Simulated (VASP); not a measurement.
# BP (hm.bA) (F-43m) in VASP: single point with PBE

Aim: the single point of BP (hm.bA) with PBE.

Program: VASP 6.6.1. These are calculated values, not measurements. Logs are shortened: lines on timing, memory, paths and dates and some standing lists are left out, and cuts for length are marked.

**1. The cell of the first run**

It takes space group F-43m (No. 216, cubic). The conventional cell has a = 4.548 Å, b = 4.548 Å, c = 4.548 Å, α = 90.00°, β = 90.00°, γ = 90.00°. Within 2.6 Å of B (site symmetry -43m) lie 4 P at 1.97 Å. Within 2.6 Å of P (site symmetry -43m) lie 4 B at 1.97 Å.

**2. Single point, PBE**

Contents of INCAR:

```
PREC = Accurate
ENCUT = 500
EDIFF = 1E-6
ISMEAR = 0
SIGMA = 0.02
LREAL = F
LASPH = T
NELM = 120
ALGO = Normal
ISIF = 2
LWAVE = F
LCHARG = T
GGA = PE
LELF = T
LVHAR = T
NBANDS = 11
GGA_COMPAT = F
```

Contents of KPOINTS:

```
regular mesh
0
Gamma
  10 10 10
```

Contents of POSCAR:

```
BP
1.0
    0.0000000000      2.2740785063      2.2740785063
    2.2740785063      0.0000000000      2.2740785063
    2.2740785063      2.2740785063      0.0000000000
B P
1 1
Direct
    0.0000000000      0.0000000000      0.0000000000
    0.2500000000      0.2500000000      0.2500000000
```

Potentials or basis: VASP PAW PBE potentials, release 64 (B, P).

Command:

```
cat potpaw_PBE.64/B/POTCAR potpaw_PBE.64/P/POTCAR > POTCAR
mpirun -np 1 vasp_std > vasp.out
```

OUTCAR:

```text
PREC = Accurate
   ENCUT = 500
   EDIFF = 1E-6
   ISMEAR = 0
   LREAL = F
   LASPH = T
   NELM = 120
   ISIF = 2
   GGA = PE

 ion  position               nearest neighbor table
   1  0.000  0.000  0.000-   2 1.97   2 1.97   2 1.97   2 1.97
   2  0.250  0.250  0.250-   1 1.97   1 1.97   1 1.97   1 1.97

  LATTYP: Found a face centered cubic cell.
 ALAT       =     4.5481570126

  Lattice vectors:

 A1 = (   0.0000000000,   2.2740785063,   2.2740785063)
 A2 = (   2.2740785063,   0.0000000000,   2.2740785063)
 A3 = (   2.2740785063,   2.2740785063,   0.0000000000)

Analysis of symmetry for initial positions (statically):
=====================================================================
 Subroutine PRICEL returns:
 Original cell was already a primitive cell.

 Routine SETGRP: Setting up the symmetry group for a
 face centered cubic supercell.

 Subroutine GETGRP returns: Found 24 space group operations
 (whereof 24 operations were pure point group operations)
 out of a pool of 48 trial point group operations.

The static configuration has the point symmetry T_d .

Analysis of symmetry for dynamics (positions and initial velocities):
=====================================================================
 Subroutine PRICEL returns:
 Original cell was already a primitive cell.

 Routine SETGRP: Setting up the symmetry group for a
 face centered cubic supercell.

 Subroutine GETGRP returns: Found 24 space group operations
 (whereof 24 operations were pure point group operations)
 out of a pool of 48 trial point group operations.

The dynamic configuration has the point symmetry T_d .

 Subroutine INISYM returns: Found 24 space group operations
 (whereof 24 operations are pure point group operations),
 and found     1 'primitive' translations

----------------------------------------------------------------------------------------

                                     Primitive cell

  volume of cell :      23.5205

  direct lattice vectors                    reciprocal lattice vectors
     0.000000000  2.274078506  2.274078506    -0.219869278  0.219869278  0.219869278
     2.274078506  0.000000000  2.274078506     0.219869278 -0.219869278  0.219869278
     2.274078506  2.274078506  0.000000000     0.219869278  0.219869278 -0.219869278

  length of vectors
     3.216032666  3.216032666  3.216032666     0.380824761  0.380824761  0.380824761

  position of ions in fractional coordinates (direct lattice)
     0.000000000  0.000000000  0.000000000
     0.250000000  0.250000000  0.250000000

  ion indices of the primitive-cell ions
   primitive index   ion index
                 1           1
                 2           2

[... 84 lines left out ...]
   EMIN   =  10.00;   EMAX   =-10.00  energy-range for DOS
   EFERMI =   0.00;   METHOD = LEGACY
   ISMEAR =     0;   SIGMA  =   0.02  broadening in eV -4-tet -1-fermi 0-gaus
   EFERMI_NEDOS =   21; number of points for ismear=-14 and -15
   IALGO  =     38    algorithm
   IMIX   =      4    mixing-type and parameters
     AMIX     =   0.40;   BMIX     =  1.00
     AMIX_MAG =   1.60;   BMIX_MAG =  1.00
  volume/ion in A,a.u.               =      11.76        79.36
  Fermi-wavevector in a.u.,A,eV,Ry     =   1.142763  2.159508 17.767937  1.305906
  Thomas-Fermi vector in A             =   2.279460
   LORBIT       =      0    0 simple, 1 ext, 2 COOP (PROOUT), +10 PAW based schemes
   GGA     = PE    functional components
   LHFCALC =     F    Hartree Fock is set to
   AEXX    =    0.0000 exact exchange contribution
   IVDW    =     0    specifies the selected vdW correction
   LEPSILON=     F    determine dielectric tensor
   LRPA    =     F    only Hartree local field effects (RPA)
 non-spin polarized calculation
 Gauss-broadening in eV      SIGMA  =   0.02
  energy-cutoff  :      500.00
  volume of cell :       23.52
 maximum number of plane-waves:       610
   NGX = 11   NGY = 11   NGZ = 11

 number of electron       8.0000000 magnetization

 Free energy of the ion-electron system (eV)
  ---------------------------------------------------
  ext. energy  EPLUGINS =         0.00000000
  ---------------------------------------------------
  free energy    TOTEN  =       -12.93057768 eV

  energy without entropy =      -12.93057768  energy(sigma->0) =      -12.93057768

 E-fermi :   7.4774     XC(G=0): -10.8784

 val. band max:        7.3537683213   @ k =   0.0000   0.0000   0.0000
 cond. band min:       8.6021450569   @ k =   0.4000   0.4000   0.0000
 fundamental gap:      1.2483767356
 Fermi energy:         7.4773574761

 k-point     1 :       0.0000    0.0000    0.0000
  band No.  band energies     occupation
      1      -8.0469      2.00000
      2       7.3538      2.00000
      3       7.3538      2.00000
      4       7.3538      2.00000
      5      10.7447      0.00000
      6      10.7447      0.00000
      7      10.7447      0.00000
      8      14.6262      0.00000
      9      18.8215      0.00000
     10      19.4634      0.00000
     11      19.4634      0.00000
[... 309 lines left out ...]
 k-point    24 :       0.4000    0.3000    0.0000
  band No.  band energies     occupation
      1      -5.1250      2.00000
      2       1.2082      2.00000
      3       3.3304      2.00000
      4       3.8596      2.00000
      5       9.1706      0.00000
      6      10.9788      0.00000
      7      16.7840      0.00000
      8      16.7992      0.00000
      9      21.2763      0.00000
     10      22.5778      0.00000
     11      24.3167      0.00000

 [... further k-points ...]

------------------------ aborting loop because EDIFF is reached ----------------------------------------

  FORCE on cell =-STRESS in cart. coord.  units (eV):
  Direction    XX          YY          ZZ          XY          YZ          ZX
  --------------------------------------------------------------------------------------
  -------------------------------------------------------------------------------------
  Total       -0.0289610     -0.0289610     -0.0289610     -0.0000000      0.0000000     -0.0000000
  in kB       -1.9727791     -1.9727791     -1.9727791     -0.0000000      0.0000000     -0.0000000
  external PRESSURE =      -1.9727791 kB  Pullay stress =       0.0000000 kB

 VOLUME and BASIS-vectors are now :
 -----------------------------------------------------------------------------
  energy-cutoff  :      500.00
  volume of cell :       23.52
      direct lattice vectors                 reciprocal lattice vectors
     0.000000000  2.274078506  2.274078506    -0.219869278  0.219869278  0.219869278
     2.274078506  0.000000000  2.274078506     0.219869278 -0.219869278  0.219869278
     2.274078506  2.274078506  0.000000000     0.219869278  0.219869278 -0.219869278

 POSITION                                       TOTAL-FORCE (eV/Angst)
 -----------------------------------------------------------------------------------
      0.00000      0.00000      0.00000         0.000000      0.000000      0.000000
      1.13704      1.13704      1.13704        -0.000000     -0.000000     -0.000000
 -----------------------------------------------------------------------------------
    total drift:                                0.000000      0.000000      0.000000

  FREE ENERGIE OF THE ION-ELECTRON SYSTEM (eV)
  ---------------------------------------------------
  free  energy   TOTEN  =       -12.9305776805 eV

  energy  without entropy=      -12.9305776805  energy(sigma->0) =      -12.93057768
```

stdout:

```text
POSCAR found type information on POSCAR B P
 POSCAR found :  2 types and       2 ions
 scaLAPACK will be used
 LDA part: xc-table for (Slater+PW92), standard interpolation
 POSCAR, INCAR and KPOINTS ok, starting setup
 FFT: planning ... GRIDC
 FFT: planning ... GRID_SOFT
 FFT: planning ... GRID
 WAVECAR not read
 entering main loop
```

It took 7.5 s on 1 thread of Intel Xeon Platinum 8488C (Sapphire Rapids), shared host; peak memory 0.14 GiB.

Results:

| Item | Value |
| --- | --- |
| Free energy | -12.9306 eV |
| Pressure | -0.2 GPa |
| Band gap on the k mesh | 1.25 eV, indirect (least direct gap 3.39 eV) |

A k mesh can miss the band edges.
